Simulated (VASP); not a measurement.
# AlN (F-43m) in VASP: further runs

Runs on AlN. Level: PBEsol. Tasks: single point, relaxation of cell and atoms.

Program: VASP 6.6.1. These are calculated values, not measurements. Logs are shortened: lines on timing, memory, paths and dates and some standing lists are left out, and cuts for length are marked.

### 1 The cell of the first run

Symmetry: F-43m, No. 216, cubic system. The conventional cell has a = 4.368 Å, b = 4.368 Å, c = 4.368 Å, α = 90.00°, β = 90.00°, γ = 90.00°. Within 2.5 Å of Al (site symmetry -43m) lie 4 N at 1.89 Å. Within 2.5 Å of N (site symmetry -43m) lie 4 Al at 1.89 Å.

### 2 Single point, PBEsol

Contents of INCAR:

```
PREC = Accurate ; ENCUT = 600
EDIFF = 1E-6 ; ISMEAR = 0
SIGMA = 0.1 ; LREAL = F
LASPH = T ; NELM = 120
ALGO = Normal ; ISIF = 2
LWAVE = F ; LCHARG = T
GGA = PS ; LELF = T
LVHAR = T ; NBANDS = 11
GGA_COMPAT = F
```

Contents of KPOINTS:

```
Automatic mesh
0
Gamma
  8 8 8
```

Contents of POSCAR:

```
AlN
1.0
    0.0000000000      2.1839935600      2.1839935600
    2.1839935600      0.0000000000      2.1839935600
    2.1839935600      2.1839935600      0.0000000000
Al N
1 1
Direct
    0.0000000000      0.0000000000      0.0000000000
    0.2500000000      0.2500000000      0.2500000000
```

Potentials or basis: VASP PAW PBE potentials, release 64 (Al, N).

On the command line:

```
> cat potpaw_PBE.64/Al/POTCAR potpaw_PBE.64/N/POTCAR > POTCAR
> mpirun -np 1 vasp_std > vasp.out
```

OUTCAR:

```text
PREC = Accurate
   ENCUT = 600
   EDIFF = 1E-6
   ISMEAR = 0
   LREAL = F
   LASPH = T
   NELM = 120
   ISIF = 2
   GGA = PS

 ion  position               nearest neighbor table
   1  0.000  0.000  0.000-   2 1.89   2 1.89   2 1.89   2 1.89
   2  0.250  0.250  0.250-   1 1.89   1 1.89   1 1.89   1 1.89

  LATTYP: Found a face centered cubic cell.
 ALAT       =     4.3679871200

  Lattice vectors:

 A1 = (   0.0000000000,   2.1839935600,   2.1839935600)
 A2 = (   2.1839935600,   0.0000000000,   2.1839935600)
 A3 = (   2.1839935600,   2.1839935600,   0.0000000000)

Analysis of symmetry for initial positions (statically):
=====================================================================
 Subroutine PRICEL returns:
 Original cell was already a primitive cell.

 Routine SETGRP: Setting up the symmetry group for a
 face centered cubic supercell.

 Subroutine GETGRP returns: Found 24 space group operations
 (whereof 24 operations were pure point group operations)
 out of a pool of 48 trial point group operations.

The static configuration has the point symmetry T_d .

Analysis of symmetry for dynamics (positions and initial velocities):
=====================================================================
 Subroutine PRICEL returns:
 Original cell was already a primitive cell.

 Routine SETGRP: Setting up the symmetry group for a
 face centered cubic supercell.

 Subroutine GETGRP returns: Found 24 space group operations
 (whereof 24 operations were pure point group operations)
 out of a pool of 48 trial point group operations.

The dynamic configuration has the point symmetry T_d .

 Subroutine INISYM returns: Found 24 space group operations
 (whereof 24 operations are pure point group operations),
 and found     1 'primitive' translations

----------------------------------------------------------------------------------------

                                     Primitive cell

  volume of cell :      20.8345

  direct lattice vectors                    reciprocal lattice vectors
     0.000000000  2.183993560  2.183993560    -0.228938404  0.228938404  0.228938404
     2.183993560  0.000000000  2.183993560     0.228938404 -0.228938404  0.228938404
     2.183993560  2.183993560  0.000000000     0.228938404  0.228938404 -0.228938404

  length of vectors
     3.088633313  3.088633313  3.088633313     0.396532948  0.396532948  0.396532948

  position of ions in fractional coordinates (direct lattice)
     0.000000000  0.000000000  0.000000000
     0.250000000  0.250000000  0.250000000

  ion indices of the primitive-cell ions
   primitive index   ion index
                 1           1
                 2           2

----------------------------------------------------------------------------------------

 KPOINTS: Automatic mesh

Automatic generation of k-mesh.
 Grid dimensions read from file:
 generate k-points for:    8    8    8

 Generating k-lattice:

  Cartesian coordinates                     Fractional coordinates (reciprocal lattice)
    -0.028617301  0.028617301  0.028617301     0.125000000  0.000000000  0.000000000
     0.028617301 -0.028617301  0.028617301     0.000000000  0.125000000  0.000000000
     0.028617301  0.028617301 -0.028617301     0.000000000  0.000000000  0.125000000

  Length of vectors
     0.049566618  0.049566618  0.049566618

  Shift w.r.t. Gamma in fractional coordinates (k-lattice)
     0.000000000  0.000000000  0.000000000

 Subroutine IBZKPT returns following result:
 ===========================================

 Found     29 irreducible k-points:

 Following reciprocal coordinates:
            Coordinates               Weight
  0.000000  0.000000  0.000000      1.000000
  0.125000  0.000000  0.000000      8.000000
  0.250000  0.000000  0.000000      8.000000
  0.375000  0.000000  0.000000      8.000000
  0.500000  0.000000  0.000000      4.000000
  0.125000  0.125000  0.000000      6.000000
[... 16 lines left out ...]
  0.500000  0.250000  0.125000     48.000000
 -0.375000  0.250000  0.125000     24.000000
 [... further k-points ...]
   k-points           NKPTS =     29   k-points in BZ     NKDIM =     29   number of bands    NBANDS=     11
   number of dos      NEDOS =    301   number of ions     NIONS =      2
   total plane-waves  NPLWV =  21952
   dimension x,y,z NGX =    28 NGY =   28 NGZ =   28
   dimension x,y,z NGXF=    56 NGYF=   56 NGZF=   56
   ions per type =               1   1
   NGX,Y,Z   is equivalent  to a cutoff of  15.07, 15.07, 15.07 a.u.
   NGXF,Y,Z  is equivalent  to a cutoff of  30.14, 30.14, 30.14 a.u.
 SYSTEM =  unknown system
   PREC   = accura    normal or accurate (medium, high low for compatibility)
   ISTART =      0    job   : 0-new  1-cont  2-samecut
   ICHARG =      2    charge: 1-file 2-atom 10-const
   ISPIN  =      1    spin polarized calculation?
   LNONCOLLINEAR =      F non collinear calculations
   LSORBIT =      F    spin-orbit coupling
   LASPH  =      T    aspherical Exc in radial PAW
   ENCUT  =  600.0 eV  44.10 Ry    6.64 a.u.   6.17  6.17  6.17*2*pi/ulx,y,z
   NELM   =    120;   NELMIN=  2; NELMDL= -5     # of ELM steps
   EDIFF  = 0.1E-05   stopping-criterion for ELM
   LREAL  =      F    real-space projection
   EDIFFG = 0.1E-04   stopping-criterion for IOM
   NSW    =      0    number of steps for IOM
   IBRION =     -1    ionic relax: 0-MD 1-quasi-New 2-CG
   NFREE  =      0    steps in history (QN), initial steepest desc. (CG)
   ISIF   =      2    stress and relaxation
   ISYM   =      2    0-nonsym 1-usesym 2-fastsym
   POTIM  = 0.5000    time-step for ionic-motion
   TEBEG  =    0.0;   TEEND  =   0.0 temperature during run
   PSTRESS=    0.0 pullay stress
   NELECT =       8.0000    total number of electrons
   NUPDOWN=      -1.0000    fix difference up-down
   EMIN   =  10.00;   EMAX   =-10.00  energy-range for DOS
   EFERMI =   0.00;   METHOD = LEGACY
   ISMEAR =     0;   SIGMA  =   0.10  broadening in eV -4-tet -1-fermi 0-gaus
   EFERMI_NEDOS =   21; number of points for ismear=-14 and -15
   IALGO  =     38    algorithm
   IMIX   =      4    mixing-type and parameters
     AMIX     =   0.40;   BMIX     =  1.00
     AMIX_MAG =   1.60;   BMIX_MAG =  1.00
  volume/ion in A,a.u.               =      10.42        70.30
  Fermi-wavevector in a.u.,A,eV,Ry     =   1.189899  2.248583 19.263943  1.415860
  Thomas-Fermi vector in A             =   2.325996
   LORBIT       =      0    0 simple, 1 ext, 2 COOP (PROOUT), +10 PAW based schemes
   GGA     = PS    functional components
   LHFCALC =     F    Hartree Fock is set to
   AEXX    =    0.0000 exact exchange contribution
   IVDW    =     0    specifies the selected vdW correction
   LEPSILON=     F    determine dielectric tensor
   LRPA    =     F    only Hartree local field effects (RPA)
 non-spin polarized calculation
 Gauss-broadening in eV      SIGMA  =   0.10
  energy-cutoff  :      600.00
  volume of cell :       20.83
 maximum number of plane-waves:       725
 NGX is ok and might be reduce to    28
   NGX = 13   NGY = 13   NGZ = 13

 number of electron       7.9999999 magnetization

 Free energy of the ion-electron system (eV)
  ---------------------------------------------------
  ext. energy  EPLUGINS =         0.00000000
  ---------------------------------------------------
  free energy    TOTEN  =       -15.61224178 eV

  energy without entropy =      -15.61224178  energy(sigma->0) =      -15.61224178

 E-fermi :   6.3528     XC(G=0): -11.1296

 val. band max:        5.8780653229   @ k =   0.0000   0.0000   0.0000
 cond. band min:       9.0648158301   @ k =   0.5000   0.5000   0.0000
 fundamental gap:      3.1867505072
 Fermi energy:         6.3528225007

 k-point     1 :       0.0000    0.0000    0.0000
  band No.  band energies     occupation
      1      -9.0810      2.00000
      2       5.8781      2.00000
      3       5.8781      2.00000
      4       5.8781      2.00000
      5      10.0108      0.00000
      6      18.3466      0.00000
      7      18.3466      0.00000
      8      18.3466      0.00000
      9      23.4651      0.00000
     10      23.4651      0.00000
     11      24.8174      0.00000

 k-point     2 :       0.1250    0.0000    0.0000
  band No.  band energies     occupation
      1      -8.8511      2.00000
      2       4.6861      2.00000
      3       5.7991      2.00000
      4       5.7991      2.00000
      5      10.9562      0.00000
      6      17.7702      0.00000
      7      18.5193      0.00000
      8      18.5193      0.00000
      9      21.9056      0.00000
     10      21.9056      0.00000
     11      23.7467      0.00000

 k-point     3 :       0.2500    0.0000    0.0000
  band No.  band energies     occupation
      1      -8.2192      2.00000
      2       2.5896      2.00000
      3       5.6212      2.00000
      4       5.6212      2.00000
      5      12.2642      0.00000
      6      16.7520      0.00000
      7      18.1030      0.00000
      8      18.1030      0.00000
      9      22.0375      0.00000
     10      22.0375      0.00000
     11      22.9514      0.00000

 k-point     4 :       0.3750    0.0000    0.0000
  band No.  band energies     occupation
      1      -7.4168      2.00000
      2       0.7507      2.00000
      3       5.4592      2.00000
      4       5.4592      2.00000
      5      12.9713      0.00000
      6      15.9589      0.00000
      7      17.2532      0.00000
      8      17.2532      0.00000
      9      23.2523      0.00000
     10      24.0696      0.00000
     11      24.0696      0.00000
[... 239 lines left out ...]
 k-point    22 :       0.3750    0.2500    0.1250
  band No.  band energies     occupation
      1      -7.7105      2.00000
      2       2.2860      2.00000
      3       4.3847      2.00000
      4       5.2709      2.00000
      5      12.5997      0.00000
      6      16.3059      0.00000
      7      16.6229      0.00000
      8      19.0607      0.00000
      9      20.4213      0.00000
     10      24.8801      0.00000
     11      27.3786      0.00000

 k-point    23 :       0.5000    0.2500    0.1250
  band No.  band energies     occupation
      1      -7.0175      2.00000
      2       1.2133      2.00000
      3       3.7870      2.00000
      4       4.9383      2.00000
      5      12.8184      0.00000
      6      15.4150      0.00000
      7      17.3228      0.00000
      8      18.6618      0.00000
      9      21.8082      0.00000
     10      25.4030      0.00000
     11      27.5130      0.00000

 k-point    24 :      -0.3750    0.2500    0.1250
  band No.  band energies     occupation
      1      -6.6714      2.00000
      2       0.6843      2.00000
      3       3.6321      2.00000
      4       4.7490      2.00000
      5      12.8683      0.00000
      6      15.0333      0.00000
      7      17.9553      0.00000
      8      18.4688      0.00000
      9      22.9445      0.00000
     10      24.5218      0.00000
     11      27.7764      0.00000

 [... further k-points ...]

------------------------ aborting loop because EDIFF is reached ----------------------------------------

  FORCE on cell =-STRESS in cart. coord.  units (eV):
  Direction    XX          YY          ZZ          XY          YZ          ZX
  --------------------------------------------------------------------------------------
  -------------------------------------------------------------------------------------
  Total        0.1535410      0.1535410      0.1535410      0.0000000      0.0000000      0.0000000
  in kB       11.8073099     11.8073099     11.8073099      0.0000000      0.0000000      0.0000000
  external PRESSURE =      11.8073099 kB  Pullay stress =       0.0000000 kB

 VOLUME and BASIS-vectors are now :
 -----------------------------------------------------------------------------
  energy-cutoff  :      600.00
  volume of cell :       20.83
      direct lattice vectors                 reciprocal lattice vectors
     0.000000000  2.183993560  2.183993560    -0.228938404  0.228938404  0.228938404
     2.183993560  0.000000000  2.183993560     0.228938404 -0.228938404  0.228938404
     2.183993560  2.183993560  0.000000000     0.228938404  0.228938404 -0.228938404

 POSITION                                       TOTAL-FORCE (eV/Angst)
 -----------------------------------------------------------------------------------
      0.00000      0.00000      0.00000         0.000000      0.000000      0.000000
      1.09200      1.09200      1.09200        -0.000000     -0.000000     -0.000000
 -----------------------------------------------------------------------------------
    total drift:                                0.000000      0.000000      0.000000

  FREE ENERGIE OF THE ION-ELECTRON SYSTEM (eV)
  ---------------------------------------------------
  free  energy   TOTEN  =       -15.6122417821 eV

  energy  without entropy=      -15.6122417821  energy(sigma->0) =      -15.61224178
```

Run time: 9.3 s. Hardware: 1 thread of Intel Xeon Platinum 8259CL at 2.50GHz (Skylake/Cascade Lake), shared host; peak memory 0.15 GiB.

Results:

- Free energy: -15.6122 eV
- Pressure: 1.2 GPa
- Band gap on the k mesh: 3.19 eV (least direct gap 4.13 eV)

Levels at points of the mesh, in eV from the valence-band top:
| k point | band 1 | band 2 | band 3 | band 4 | band 5 | band 6 | band 7 | band 8 | band 9 |
| --- | --- | --- | --- | --- | --- | --- | --- | --- | --- |
| (0.00, 0.00, 0.00) | -14.96 | 0.00 | 0.00 | 0.00 | 4.13 | 12.47 | 12.47 | 12.47 | 17.59 |
| (0.50, 0.00, 0.00) | -12.87 | -5.91 | -0.48 | -0.48 | 7.29 | 9.77 | 11.04 | 11.04 | 17.83 |
| (0.50, 0.50, 0.00) | -12.23 | -4.95 | -1.79 | -1.79 | 3.19 | 8.48 | 13.87 | 15.63 | 15.63 |

Caveat: the PAW data sets were made with another functional, which shifts forces and pressure a little. A k mesh can miss the band edges.

### 3 Single point, PBEsol

This run uses another cell than the first one, of 10.48 Å³/atom.

Contents of INCAR:

```
ALGO = Normal
EDIFF = 1E-6
ENCUT = 600
GGA = PS
GGA_COMPAT = F
ISIF = 2
ISMEAR = 0
LASPH = T
LCHARG = T
LELF = T
LREAL = F
LVHAR = T
LWAVE = F
NBANDS = 11
NELM = 120
PREC = Accurate
SIGMA = 0.02
```

Contents of KPOINTS:

```
k-points
0
Gamma
  10 10 10
```

Contents of POSCAR:

```
AlN
1.0
    0.0000000000      2.1886758690      2.1886758690
    2.1886758690      0.0000000000      2.1886758690
    2.1886758690      2.1886758690      0.0000000000
Al N
1 1
Direct
    0.0000000000      0.0000000000      0.0000000000
    0.2500000000      0.2500000000      0.2500000000
```

Potentials or basis: VASP PAW PBE potentials, release 64 (Al, N).

On the command line:

```
> cat potpaw_PBE.64/Al/POTCAR potpaw_PBE.64/N/POTCAR > POTCAR
> mpirun -np 1 vasp_std > vasp.out
```

Wall time 14 s (1 thread of Intel Xeon Platinum 8259CL at 2.50GHz (Skylake/Cascade Lake), shared host); peak memory 0.15 GiB.

It converged, with:

```
Free energy            : -15.6130 eV
Pressure               : -0.1 GPa
Band gap on the k mesh : 3.18 eV (least direct gap 4.08 eV)
```

Levels at points of the mesh, in eV from the valence-band top:
| k point | band 1 | band 2 | band 3 | band 4 | band 5 | band 6 | band 7 | band 8 | band 9 |
| --- | --- | --- | --- | --- | --- | --- | --- | --- | --- |
| (0.00, 0.00, 0.00) | -14.92 | 0.00 | 0.00 | 0.00 | 4.08 | 12.41 | 12.41 | 12.41 | 17.54 |
| (0.50, 0.00, 0.00) | -12.86 | -5.89 | -0.48 | -0.48 | 7.23 | 9.72 | 11.00 | 11.00 | 17.74 |
| (0.50, 0.50, 0.00) | -12.22 | -4.93 | -1.78 | -1.78 | 3.18 | 8.44 | 13.79 | 15.55 | 15.55 |

Caveat: the PAW data sets were made with another functional, which shifts forces and pressure a little.

### 4 Relaxation of cell and atoms, PBEsol

Contents of INCAR:

```
SYSTEM = AlN
  PREC = Accurate
  ENCUT = 600
  EDIFF = 1E-7
  ISMEAR = 0
  SIGMA = 0.02
  LREAL = .FALSE.
  LASPH = .TRUE.
  NELM = 120
  ALGO = Normal
  ISIF = 3
  LWAVE = .FALSE.
  LCHARG = .FALSE.
  GGA = PS
  IBRION = 2
  NSW = 100
  EDIFFG = -0.002
  GGA_COMPAT = .FALSE.
  NELMIN = 4
```

Contents of KPOINTS:

```
Automatic mesh
0
G
  10 10 10
  0 0 0
```

Contents of POSCAR:

```
AlN
1.0
    0.0000000000      2.1839935600      2.1839935600
    2.1839935600      0.0000000000      2.1839935600
    2.1839935600      2.1839935600      0.0000000000
Al N
1 1
Direct
    0.0000000000      0.0000000000      0.0000000000
    0.2500000000      0.2500000000      0.2500000000
```

On the command line:

```
> cat potpaw_PBE.64/Al/POTCAR potpaw_PBE.64/N/POTCAR > POTCAR
> mpirun -np 1 vasp_std > vasp.out
```

Wall time 23 s (1 thread of Intel Xeon Platinum 8259CL at 2.50GHz (Skylake/Cascade Lake), shared host); peak memory 0.15 GiB.

Results (log left out):

* Free energy: -15.6128 eV
* Relaxed volume: 10.48 Å³/atom
* Relaxed cell: a = 3.095 Å, b = 3.095 Å, c = 3.095 Å, α = 60.00°, β = 60.00°, γ = 60.00°
* Space group after relaxing (to 0.1 Å): F-43m (No. 216)
* Energy gained by relaxing: 0.2 meV/atom
* Ionic steps: 3
* Pressure after relaxing: 0.0 GPa
* Band gap on the k mesh: 3.18 eV (least direct gap 4.08 eV)

Step by step:
```
step  energy change (eV)  largest force (eV/Å)  pressure (GPa)  volume (Å³)
   1              0.0000                0.0000            1.21        20.83
   2             -0.0001                0.0000           -1.08        21.07
   3             -0.0005                0.0000            0.01        20.96
```

Final structure:
```
Al N
1.0
     0.00000    2.18829    2.18829
     2.18829    0.00000    2.18829
     2.18829    2.18829    0.00000
Al N
1 1
Cartesian
  0.0000 0.0000 0.0000
  1.0941 1.0941 1.0941
```

Levels at points of the mesh, in eV from the valence-band top:
| k point | band 1 | band 2 | band 3 | band 4 | band 5 | band 6 | band 7 | band 8 |
| --- | --- | --- | --- | --- | --- | --- | --- | --- |
| (0.00, 0.00, 0.00) | -14.92 | 0.00 | 0.00 | 0.00 | 4.08 | 12.41 | 12.41 | 12.41 |
| (0.50, 0.00, 0.00) | -12.86 | -5.89 | -0.48 | -0.48 | 7.23 | 9.73 | 11.00 | 11.00 |
| (0.50, 0.50, 0.00) | -12.22 | -4.93 | -1.78 | -1.78 | 3.18 | 8.45 | 13.79 | 15.55 |

Caveat: the PAW data sets were made with another functional, which shifts forces and pressure a little. A k mesh can miss the band edges.

### 5 Overview

| task | cell | k mesh | smearing | gap on the mesh (eV) | pressure (GPa) |
| --- | --- | --- | --- | --- | --- |
| single point | a = 3.089 Å, angles 60.0°, 2 atoms | 8 × 8 × 8 | gaussian 0.1 eV | 3.19 | 1.2 |
| single point | a = 3.095 Å, angles 60.0°, 2 atoms | 10 × 10 × 10 | gaussian 0.02 eV | 3.18 | -0.1 |
| relaxation of cell and atoms | relaxed from a = 3.089 Å, angles 60.0°, 2 atoms | 10 × 10 × 10 | gaussian 0.02 eV | 3.18 | 0.0 |

Alike in all rows: level PBEsol; potentials or basis VASP PAW PBE potentials, release 64 (Al, N); no spin polarisation; cutoff (eV) 600.

Caveats: the PAW data sets were made with another functional, which shifts forces and pressure a little.

Absolute energies hang on the potentials; compare differences alone.
